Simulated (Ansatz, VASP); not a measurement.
One calculation of Li2O, two programs

```
O Li
1.0
     0.00000    2.23969    2.23969
     2.23969    0.00000    2.23969
     2.23969    2.23969    0.00000
O Li
1 2
Direct
  0.00000 0.00000 0.00000
  0.25000 0.25000 0.25000
  0.75000 0.75000 0.75000
```

Alike in both runs: task single point; functional r2SCAN; k mesh 8 × 8 × 8; no spin polarisation.

|  | VASP | Ansatz |
| --- | --- | --- |
| version | VASP 6.6.1 | Ansatz 0.2.0 |
| potentials or method | VASP PAW PBE potentials, release 64 (O, Li_sv) | plane waves, PAW |
| plane-wave cutoff (eV) | 830 | 500 |
| occupations | gaussian, width 0.01 eV | fixed |
| valence electrons in the cell | 12 | 12 |

```csv
,VASP,Ansatz,Ansatz less VASP
gap on the k mesh at the Fermi level (eV),5.86,5.90,+0.041
pressure (GPa),6.9,6.1,-0.83
```

VASP's potentials were made for PBE, not for r2SCAN.
